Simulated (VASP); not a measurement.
# LaHg (Pm-3m) in VASP: further runs, part 2 of 2

VASP 6.6.1.

### 4 Single point, LDA (volume scaled by 0.8)

File INCAR:

```
SYSTEM = LaHg
PREC = Accurate
ENCUT = 520
EDIFF = 1E-7
ISMEAR = -1
SIGMA = 0.05
LREAL = .False.
LASPH = .True.
NELM = 80
ALGO = Normal
ISIF = 2
LWAVE = .False.
LCHARG = .False.
GGA = CA
NBANDS = 18
```

File KPOINTS:

```
regular mesh
0
Gamma
  9 9 9
  0 0 0
```

File POSCAR:

```
LaHg
1.0
    3.5870198506      0.0000000000      0.0000000000
    0.0000000000      3.5870198506      0.0000000000
    0.0000000000      0.0000000000      3.5870198506
La Hg
1 1
Direct
    0.5000000000      0.5000000000      0.5000000000
    0.0000000000      0.0000000000      0.0000000000
```

Potentials or basis: VASP PAW LDA potentials, release 64 (La, Hg).

Launch:

```bash
> cat potpaw_LDA.64/La/POTCAR potpaw_LDA.64/Hg/POTCAR > POTCAR
> mpirun -np 1 vasp_std > vasp.out
```

OUTCAR:

```text
SYSTEM = LaHg
   PREC = Accurate
   ENCUT = 520
   EDIFF = 1E-7
   ISMEAR = -1
   LREAL = .False.
   LASPH = .True.
   NELM = 80
   ISIF = 2
   GGA = CA

 ion  position               nearest neighbor table
   1  0.500  0.500  0.500-   2 3.11   2 3.11   2 3.11   2 3.11   2 3.11   2 3.11   2 3.11   2 3.11

   2  0.000  0.000  0.000-   1 3.11   1 3.11   1 3.11   1 3.11   1 3.11   1 3.11   1 3.11   1 3.11

  LATTYP: Found a simple cubic cell.
 ALAT       =     3.5870198506

  Lattice vectors:

 A1 = (   3.5870198506,   0.0000000000,   0.0000000000)
 A2 = (   0.0000000000,   3.5870198506,   0.0000000000)
 A3 = (   0.0000000000,   0.0000000000,   3.5870198506)

Analysis of symmetry for initial positions (statically):
=====================================================================
 Subroutine PRICEL returns:
 Original cell was already a primitive cell.

 Routine SETGRP: Setting up the symmetry group for a
 simple cubic supercell.

 Subroutine GETGRP returns: Found 48 space group operations
 (whereof 48 operations were pure point group operations)
 out of a pool of 48 trial point group operations.

The static configuration has the point symmetry O_h .

Analysis of symmetry for dynamics (positions and initial velocities):
=====================================================================
 Subroutine PRICEL returns:
 Original cell was already a primitive cell.

 Routine SETGRP: Setting up the symmetry group for a
 simple cubic supercell.

 Subroutine GETGRP returns: Found 48 space group operations
 (whereof 48 operations were pure point group operations)
 out of a pool of 48 trial point group operations.

The dynamic configuration has the point symmetry O_h .

 Subroutine INISYM returns: Found 48 space group operations
 (whereof 48 operations are pure point group operations),
 and found     1 'primitive' translations

----------------------------------------------------------------------------------------

                                     Primitive cell

  volume of cell :      46.1531

  direct lattice vectors                    reciprocal lattice vectors
     3.587019851  0.000000000  0.000000000     0.278782957  0.000000000  0.000000000
     0.000000000  3.587019851  0.000000000     0.000000000  0.278782957  0.000000000
     0.000000000  0.000000000  3.587019851     0.000000000  0.000000000  0.278782957

  length of vectors
     3.587019851  3.587019851  3.587019851     0.278782957  0.278782957  0.278782957

  position of ions in fractional coordinates (direct lattice)
     0.500000000  0.500000000  0.500000000
     0.000000000  0.000000000  0.000000000

  ion indices of the primitive-cell ions
   primitive index   ion index
                 1           1
                 2           2

----------------------------------------------------------------------------------------

 KPOINTS: regular mesh

Automatic generation of k-mesh.
 Grid dimensions read from file:
 generate k-points for:    9    9    9

 Generating k-lattice:

  Cartesian coordinates                     Fractional coordinates (reciprocal lattice)
     0.030975884  0.000000000  0.000000000     0.111111111  0.000000000  0.000000000
     0.000000000  0.030975884  0.000000000     0.000000000  0.111111111  0.000000000
     0.000000000  0.000000000  0.030975884     0.000000000  0.000000000  0.111111111

  Length of vectors
     0.030975884  0.030975884  0.030975884

  Shift w.r.t. Gamma in fractional coordinates (k-lattice)
     0.000000000  0.000000000  0.000000000

 Subroutine IBZKPT returns following result:
 ===========================================

 Found     35 irreducible k-points:

 Following reciprocal coordinates:
            Coordinates               Weight
  0.000000  0.000000  0.000000      1.000000
  0.111111  0.000000  0.000000      6.000000
  0.222222  0.000000  0.000000      6.000000
  0.333333  0.000000  0.000000      6.000000
  0.444444  0.000000  0.000000      6.000000
  0.111111  0.111111  0.000000     12.000000
[... 16 lines left out ...]
  0.333333  0.333333  0.111111     24.000000
  0.444444  0.333333  0.111111     48.000000
 [... further k-points ...]
   k-points           NKPTS =     35   k-points in BZ     NKDIM =     35   number of bands    NBANDS=     18
   number of dos      NEDOS =    301   number of ions     NIONS =      2
   total plane-waves  NPLWV =  21952
   dimension x,y,z NGX =    28 NGY =   28 NGZ =   28
   dimension x,y,z NGXF=    56 NGYF=   56 NGZF=   56
   ions per type =               1   1
   NGX,Y,Z   is equivalent  to a cutoff of  12.98, 12.98, 12.98 a.u.
   NGXF,Y,Z  is equivalent  to a cutoff of  25.95, 25.95, 25.95 a.u.
 SYSTEM =  LaHg
   PREC   = accura    normal or accurate (medium, high low for compatibility)
   ISTART =      0    job   : 0-new  1-cont  2-samecut
   ICHARG =      2    charge: 1-file 2-atom 10-const
   ISPIN  =      1    spin polarized calculation?
   LNONCOLLINEAR =      F non collinear calculations
   LSORBIT =      F    spin-orbit coupling
   LASPH  =      T    aspherical Exc in radial PAW
   ENCUT  =  520.0 eV  38.22 Ry    6.18 a.u.   6.67  6.67  6.67*2*pi/ulx,y,z
   NELM   =     80;   NELMIN=  2; NELMDL= -5     # of ELM steps
   EDIFF  = 0.1E-06   stopping-criterion for ELM
   LREAL  =      F    real-space projection
   EDIFFG = 0.1E-05   stopping-criterion for IOM
   NSW    =      0    number of steps for IOM
   IBRION =     -1    ionic relax: 0-MD 1-quasi-New 2-CG
   NFREE  =      0    steps in history (QN), initial steepest desc. (CG)
   ISIF   =      2    stress and relaxation
   ISYM   =      2    0-nonsym 1-usesym 2-fastsym
   POTIM  = 0.5000    time-step for ionic-motion
   TEBEG  =    0.0;   TEEND  =   0.0 temperature during run
   PSTRESS=    0.0 pullay stress
   NELECT =      23.0000    total number of electrons
   NUPDOWN=      -1.0000    fix difference up-down
   EMIN   =  10.00;   EMAX   =-10.00  energy-range for DOS
   EFERMI =   0.00;   METHOD = LEGACY
   ISMEAR =    -1;   SIGMA  =   0.05  broadening in eV -4-tet -1-fermi 0-gaus
   EFERMI_NEDOS =   21; number of points for ismear=-14 and -15
   IALGO  =     38    algorithm
   IMIX   =      4    mixing-type and parameters
     AMIX     =   0.40;   BMIX     =  1.00
     AMIX_MAG =   1.60;   BMIX_MAG =  1.00
  volume/ion in A,a.u.               =      23.08       155.73
  Fermi-wavevector in a.u.,A,eV,Ry     =   1.297927  2.452727 22.920578  1.684615
  Thomas-Fermi vector in A             =   2.429288
   LORBIT       =      0    0 simple, 1 ext, 2 COOP (PROOUT), +10 PAW based schemes
   GGA     = CA    functional components
   LHFCALC =     F    Hartree Fock is set to
   AEXX    =    0.0000 exact exchange contribution
   IVDW    =     0    specifies the selected vdW correction
   LEPSILON=     F    determine dielectric tensor
   LRPA    =     F    only Hartree local field effects (RPA)
 non-spin polarized calculation
  energy-cutoff  :      520.00
  volume of cell :       46.15
 maximum number of plane-waves:      1267
 NGX is ok and might be reduce to    28
   NGX = 13   NGY = 13   NGZ = 13

 number of electron      22.9999999 magnetization

 Free energy of the ion-electron system (eV)
  ---------------------------------------------------
  ext. energy  EPLUGINS =         0.00000000
  ---------------------------------------------------
  free energy    TOTEN  =        -7.28345110 eV

  energy without entropy =       -7.25671771  energy(sigma->0) =       -7.27008441

 E-fermi :   8.7106     XC(G=0): -11.6303

 val. band max:        8.6991656974   @ k =   0.4444   0.1111   0.1111
 cond. band min:       8.7248241552   @ k =   0.3333   0.1111   0.1111
 fundamental gap:      0.0256584579
 Fermi energy:         8.7106007668

 k-point     1 :       0.0000    0.0000    0.0000
  band No.  band energies     occupation
      1     -23.8495      2.00000
      2      -7.1875      2.00000
      3      -7.1875      2.00000
      4      -7.1875      2.00000
      5       0.1923      2.00000
      6       0.1923      2.00000
[... 10 lines left out ...]
     17      10.6916      0.00000
     18      10.6916      0.00000

 k-point     2 :       0.1111    0.0000    0.0000
  band No.  band energies     occupation
      1     -23.8344      2.00000
      2      -7.3849      2.00000
      3      -7.1813      2.00000
      4      -7.1813      2.00000
      5       0.2158      2.00000
      6       0.3008      2.00000
[... 10 lines left out ...]
     17      10.7175      0.00000
     18      10.7179      0.00000
[... 442 lines left out ...]
 k-point    24 :       0.4444    0.3333    0.1111
  band No.  band energies     occupation
      1     -23.6250      2.00000
      2      -8.2844      2.00000
      3      -7.9766      2.00000
      4      -7.1449      2.00000
      5       0.4971      2.00000
      6       0.5516      2.00000
[... 10 lines left out ...]
     17      11.0720      0.00000
     18      11.1499      0.00000

 [... further k-points ...]
[... 5 lines left out ...]
  --------------------------------------------------------------------------------------
  -------------------------------------------------------------------------------------
  Total        4.7094696      4.7094696      4.7094696     -0.0000000     -0.0000000      0.0000000
  in kB      163.4862536    163.4862536    163.4862536     -0.0000000     -0.0000000      0.0000000
  external PRESSURE =     163.4862536 kB  Pullay stress =       0.0000000 kB

 VOLUME and BASIS-vectors are now :
 -----------------------------------------------------------------------------
  energy-cutoff  :      520.00
  volume of cell :       46.15
      direct lattice vectors                 reciprocal lattice vectors
     3.587019851  0.000000000  0.000000000     0.278782957  0.000000000  0.000000000
     0.000000000  3.587019851  0.000000000     0.000000000  0.278782957  0.000000000
     0.000000000  0.000000000  3.587019851     0.000000000  0.000000000  0.278782957

 POSITION                                       TOTAL-FORCE (eV/Angst)
 -----------------------------------------------------------------------------------
      1.79351      1.79351      1.79351         0.000000      0.000000      0.000000
      0.00000      0.00000      0.00000         0.000000      0.000000      0.000000
 -----------------------------------------------------------------------------------
    total drift:                               -0.000000      0.000000      0.000000

  FREE ENERGIE OF THE ION-ELECTRON SYSTEM (eV)
  ---------------------------------------------------
  free  energy   TOTEN  =        -7.2834510989 eV

  energy  without entropy=       -7.2567177136  energy(sigma->0) =       -7.27008441
```

Wall time 16 s (1 thread of Intel Xeon Platinum 8488C (Sapphire Rapids), shared host); peak memory 0.17 GiB.

What came out:

```
Free energy : -7.2835 eV
Pressure    : 16.3 GPa
```

Caveat: the cell differs from its parent crystal (volume scaled by 0.8); spin-orbit coupling is left out, which moves the levels of the heavy elements.

### 5 Single point, LDA

This run uses another cell than the first one, of 28.85 Å³/atom, 1.818 times its volume.

Edit INCAR of step 4 so:

```diff
@@ -3,3 +3,3 @@
 ENCUT = 520
-EDIFF = 1E-7
+EDIFF = 1E-6
 ISMEAR = -1
@@ -8,3 +8,3 @@
 LASPH = .True.
-NELM = 80
+NELM = 100
 ALGO = Normal
```

File KPOINTS:

```
Automatic mesh
0
Gamma
  9 9 9
  0 0 0
```

File POSCAR:

```
LaHg
1.0
    3.8640000000      0.0000000000      0.0000000000
    0.0000000000      3.8640000000      0.0000000000
    0.0000000000      0.0000000000      3.8640000000
La Hg
1 1
Direct
    0.5000000000      0.5000000000      0.5000000000
    0.0000000000      0.0000000000      0.0000000000
```

Launch:

```bash
> cat potpaw_LDA.64/La/POTCAR potpaw_LDA.64/Hg/POTCAR > POTCAR
> mpirun -np 1 vasp_std > vasp.out
```

It took 22 s on 1 thread of Intel Xeon Platinum 8488C (Sapphire Rapids), shared host; peak memory 0.19 GiB.

It converged, with:

- Free energy: -7.6494 eV
- Pressure: -2.8 GPa

Levels at points of the mesh, in eV from the Fermi level:
| k point | band 8 | band 9 | band 10 | band 11 | band 12 | band 13 | band 14 | band 15 |
| --- | --- | --- | --- | --- | --- | --- | --- | --- |
| (0.00, 0.00, 0.00) | -7.15 | -7.15 | -7.01 | -0.05 | -0.05 | 1.33 | 1.33 | 1.33 |

Caveat: spin-orbit coupling is left out, which moves the levels of the heavy elements.

### 6 Summary

```csv
cell,gap on the mesh (eV),pressure (GPa)
"a = 3.166 Å, 2 atoms",none,119.2
"a = 3.511 Å, 2 atoms",none,25.6
"a = 3.587 Å, 2 atoms",none,16.3
"a = 3.864 Å, 2 atoms",none,-2.8
```

Alike in all rows: task single point; level LDA; potentials or basis VASP PAW LDA potentials, release 64 (La, Hg); no spin polarisation; k mesh 9 × 9 × 9; cutoff (eV) 520; smearing fermi-dirac 0.05 eV.

Caveats: spin-orbit coupling is left out, which moves the levels of the heavy elements.

Total energies depend on the potentials used, so only differences within one code and one set of settings carry meaning.
